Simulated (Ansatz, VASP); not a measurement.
**Two plane-wave programs on La**

```
La
1.0
     3.66003    0.00000    0.00000
    -1.83001    3.16968    0.00000
     0.00000    0.00000    5.97910
La
2
Direct
  0.33333 0.66667 0.25000
  0.66667 0.33333 0.75000
```

Alike in both runs: functional PBEsol; k mesh 10 × 10 × 5; occupations fermi-dirac, width 0.1 eV; no spin polarisation.

Ansatz relaxed the structure, and its values are those at the end. VASP's run is a single point on that final structure, the one shown.

|  | VASP | Ansatz |
| --- | --- | --- |
| version | VASP 6.6.1 | Ansatz 0.2.0 |
| potentials or method | VASP PAW PBE potentials, release 64 (La), cutoff 520 eV | plane waves (420 eV) with PAW, scalar-relativistic |
| valence electrons in the cell | 22 | 22 |

VASP gave:

* pressure (GPa): 0.1

What did Ansatz give for the same quantities?

Pressure (GPa): 0.0.

VASP's potentials were made for PBE, not for PBEsol, and Ansatz warns of the same on its side.

Neither program's run includes spin-orbit coupling.
